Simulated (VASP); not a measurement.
# BeS (I-4m2) in VASP: notebook

The runs below take BeS through dielectric tensor, with r2SCAN.

Program: VASP 6.6.1. These are calculated values, not measurements. Logs are shortened: lines on timing, memory, paths and dates and some standing lists are left out, and cuts for length are marked.

### 1 The cell of the first run

It takes space group I-4m2 (No. 119, tetragonal). The conventional cell has a = 3.546 Å, b = 3.546 Å, c = 4.752 Å, α = 90.00°, β = 90.00°, γ = 90.00°. Be (site symmetry -4m2) has 4 S at 2.13 Å within 2.8 Å. Within 2.8 Å of S (site symmetry -4m2) lie 4 Be at 2.13 Å.

### 2 Dielectric tensor, r2SCAN (epitaxial xy strain +3.0%)

Contents of INCAR:

```
SYSTEM = BeS
PREC = Accurate
ENCUT = 520
EDIFF = 1E-8
ISMEAR = 0
SIGMA = 0.01
LREAL = .False.
LASPH = .True.
NELM = 100
ALGO = Normal
ISIF = 2
LWAVE = .False.
LCHARG = .False.
METAGGA = R2SCAN
LMIXTAU = .True.
LCALCEPS = .True.
```

Contents of KPOINTS:

```
Automatic mesh
0
Gamma
  8 8 8
  0 0 0
```

Contents of POSCAR:

```
BeS
1.0
    0.0000000000      2.5073354173      2.3758852603
    2.5073354173      0.0000000000      2.3758852603
    2.5073354173      2.5073354173      0.0000000000
Be S
1 1
Direct
    0.0000000000      0.0000000000      0.0000000000
    0.2500000000      0.2500000000      0.2500000000
```

Potentials or basis: VASP PAW PBE potentials, release 64 (Be, S).

On the command line:

```sh
cat potpaw_PBE.64/Be/POTCAR potpaw_PBE.64/S/POTCAR > POTCAR
mpirun -np 1 vasp_std > vasp.out
```

OUTCAR:

```text
SYSTEM = BeS
   PREC = Accurate
   ENCUT = 520
   EDIFF = 1E-8
   ISMEAR = 0
   LREAL = .False.
   LASPH = .True.
   NELM = 100
   ISIF = 2
   METAGGA = R2SCAN

 ion  position               nearest neighbor table
   1  0.000  0.000  0.000-   2 2.13   2 2.13   2 2.13   2 2.13
   2  0.250  0.250  0.250-   1 2.13   1 2.13   1 2.13   1 2.13

  LATTYP: Found a body centered tetragonal cell.
 ALAT       =     3.5459077526
 C/A-ratio  =     1.3400716691

  Lattice vectors:

 A1 = (   0.0000000000,  -2.5073354173,  -2.3758852603)
 A2 = (   0.0000000000,   2.5073354173,  -2.3758852603)
 A3 = (   2.5073354173,   0.0000000000,   2.3758852603)

Analysis of symmetry for initial positions (statically):
=====================================================================
 Subroutine PRICEL returns:
 Original cell was already a primitive cell.

 Routine SETGRP: Setting up the symmetry group for a
 body centered tetragonal supercell.

 Subroutine GETGRP returns: Found  8 space group operations
 (whereof  8 operations were pure point group operations)
 out of a pool of 16 trial point group operations.

The static configuration has the point symmetry D_2d.

Analysis of symmetry for dynamics (positions and initial velocities):
=====================================================================
 Subroutine PRICEL returns:
 Original cell was already a primitive cell.

 Routine SETGRP: Setting up the symmetry group for a
 body centered tetragonal supercell.

 Subroutine GETGRP returns: Found  8 space group operations
 (whereof  8 operations were pure point group operations)
 out of a pool of 16 trial point group operations.

The dynamic configuration has the point symmetry D_2d.

 Subroutine INISYM returns: Found  8 space group operations
 (whereof  8 operations are pure point group operations),
 and found     1 'primitive' translations

----------------------------------------------------------------------------------------

                                     Primitive cell

  volume of cell :      29.8731

  direct lattice vectors                    reciprocal lattice vectors
     0.000000000  2.507335417  2.375885260    -0.199414883  0.199414883  0.210447873
     2.507335417  0.000000000  2.375885260     0.199414883 -0.199414883  0.210447873
     2.507335417  2.507335417  0.000000000     0.199414883  0.199414883 -0.210447873

[... 132 lines left out ...]

 E-fermi :   3.7583     XC(G=0):  -9.9853

 val. band max:        3.6731487904   @ k =   0.0000   0.0000   0.0000
 cond. band min:   10000.0000000000   @ k =   0.0000   0.0000   0.0000
 fundamental gap:   9996.3268512096
 Fermi energy:         3.7582763385

 k-point     1 :       0.0000    0.0000    0.0000
  band No.  band energies     occupation
      1     -10.4810      2.00000
      2       3.4135      2.00000
      3       3.4142      2.00000
      4       3.6731      2.00000
      5   10000.0000      0.00000
      6   10000.0000      0.00000
      7   10000.0000      0.00000
      8   10000.0000      0.00000
[... 243 lines left out ...]
 k-point    24 :       0.3750    0.0000    0.1250
  band No.  band energies     occupation
      1      -9.3209      2.00000
      2      -0.8336      2.00000
      3       2.0746      2.00000
      4       2.3952      2.00000
      5   10000.0000      0.00000
      6   10000.0000      0.00000
      7   10000.0000      0.00000
      8   10000.0000      0.00000

 [... further k-points ...]

------------------------ aborting loop because EDIFF is reached ----------------------------------------

            Ionic dipole moment: p[ion]=(     7.52201     7.52201     7.12766 ) |e| Angst

 Total electronic dipole moment: p[elc]=(     0.00473     0.00473     0.01078 ) |e| Angst

 MACROSCOPIC STATIC DIELECTRIC TENSOR (including local field effects)
 ------------------------------------------------------
           4.962445     0.000000     0.000000
           0.000000     4.962445     0.000000
           0.000000     0.000000     4.813629
 ------------------------------------------------------

 PIEZOELECTRIC TENSOR (including local field effects) (e Angst)
          XX          YY          ZZ          XY          YZ          ZX
  --------------------------------------------------------------------------------
  x     0.00000     0.00000    -0.00000     0.00000    -1.22016     0.00000
  y     0.00000     0.00000    -0.00000     0.00000    -0.00000    -1.22016
  z     0.00000     0.00000     0.00000    -1.23735     0.00000     0.00000

 PIEZOELECTRIC TENSOR (including local field effects) (C/m^2)
          XX          YY          ZZ          XY          YZ          ZX
  --------------------------------------------------------------------------------
  x     0.00000     0.00000    -0.00000     0.00000    -0.65440     0.00000
  y     0.00000     0.00000    -0.00000     0.00000    -0.00000    -0.65440
  z     0.00000     0.00000     0.00000    -0.66362     0.00000     0.00000

 BORN EFFECTIVE CHARGES (including local field effects) (in |e|, cummulative output)
 ---------------------------------------------------------------------------------
 ion    1
    1     1.78453     0.00000     0.00000
    2    -0.00000     1.78453     0.00000
    3     0.00000     0.00000     1.62728
 ion    2
    1    -1.78453    -0.00000     0.00000
    2     0.00000    -1.78453     0.00000
    3     0.00000     0.00000    -1.62728

  FORCE on cell =-STRESS in cart. coord.  units (eV):
  Direction    XX          YY          ZZ          XY          YZ          ZX
  --------------------------------------------------------------------------------------
  -------------------------------------------------------------------------------------
  Total       -0.8507098     -0.8507098      0.0356843      0.0000000     -0.0000000      0.0000000
  in kB      -45.6259244    -45.6259244      1.9138499      0.0000000     -0.0000000      0.0000000
  external PRESSURE =     -29.7793329 kB  Pullay stress =       0.0000000 kB

 VOLUME and BASIS-vectors are now :
 -----------------------------------------------------------------------------
  energy-cutoff  :      520.00
  volume of cell :       29.87
      direct lattice vectors                 reciprocal lattice vectors
     0.000000000  2.507335417  2.375885260    -0.199414883  0.199414883  0.210447873
     2.507335417  0.000000000  2.375885260     0.199414883 -0.199414883  0.210447873
     2.507335417  2.507335417  0.000000000     0.199414883  0.199414883 -0.210447873

 POSITION                                       TOTAL-FORCE (eV/Angst)
 -----------------------------------------------------------------------------------
      0.00000      0.00000      0.00000        -0.000000     -0.000000     -0.000000
      1.25367      1.25367      1.18794         0.000000      0.000000      0.000000
 -----------------------------------------------------------------------------------
    total drift:                                0.000000      0.000000      0.000000

  FREE ENERGIE OF THE ION-ELECTRON SYSTEM (eV)
  ---------------------------------------------------
  free  energy   TOTEN  =       -14.7616350743 eV

  energy  without entropy=      -14.7616350743  energy(sigma->0) =      -14.76163507
```

Wall time 29 min (1 thread of Intel Xeon Platinum 8488C (Sapphire Rapids), shared host); peak memory 0.39 GiB.

What came out:

* Band gap on the k mesh: 3.25 eV (least direct gap 6.09 eV)
* Electronic dielectric tensor (diagonal): 4.96, 4.96, 4.81
* Born charges (mean of the diagonal): Be +1.73; S -1.73 e

Levels at points of the mesh, in eV from the valence-band top:
| k point | band 1 | band 2 | band 3 | band 4 | band 5 | band 6 | band 7 | band 8 |
| --- | --- | --- | --- | --- | --- | --- | --- | --- |
| (0.00, 0.00, 0.00) | -14.15 | -0.26 | -0.26 | 0.00 | 6.09 | 6.09 | 6.15 | 6.15 |
| (0.50, 0.00, 0.00) | -12.60 | -5.83 | -1.40 | -0.93 | 5.62 | 6.74 | 7.38 | 11.68 |
| (0.50, 0.50, 0.00) | -11.92 | -4.87 | -3.00 | -3.00 | 3.25 | 4.90 | 13.30 | 13.30 |
| (0.50, 0.00, 0.50) | -12.15 | -5.24 | -2.62 | -2.53 | 3.64 | 5.43 | 13.02 | 13.31 |

Electronic dielectric tensor:
```
4.96 0.00 0.00
0.00 4.96 0.00
0.00 0.00 4.81
```

Born effective charge tensors (e):
atom 1, Be
```
1.78 0.00 0.00
0.00 1.78 0.00
0.00 0.00 1.63
```
atom 2, S
```
-1.78  0.00  0.00
 0.00 -1.78  0.00
 0.00  0.00 -1.63
```

Dipole moments of the cell (e·Å, modulo the quantum): ionic 7.522, 7.522, 7.128; electronic 0.005, 0.005, 0.011

Caveat: the cell differs from its parent crystal (epitaxial xy strain +3.0%); the PAW data sets were made with another functional, which shifts forces and pressure a little. A k mesh can miss the band edges.

[end of part 1 of 2]

The gap in the log of VASP goes by the Fermi energy; the results here count the filled bands.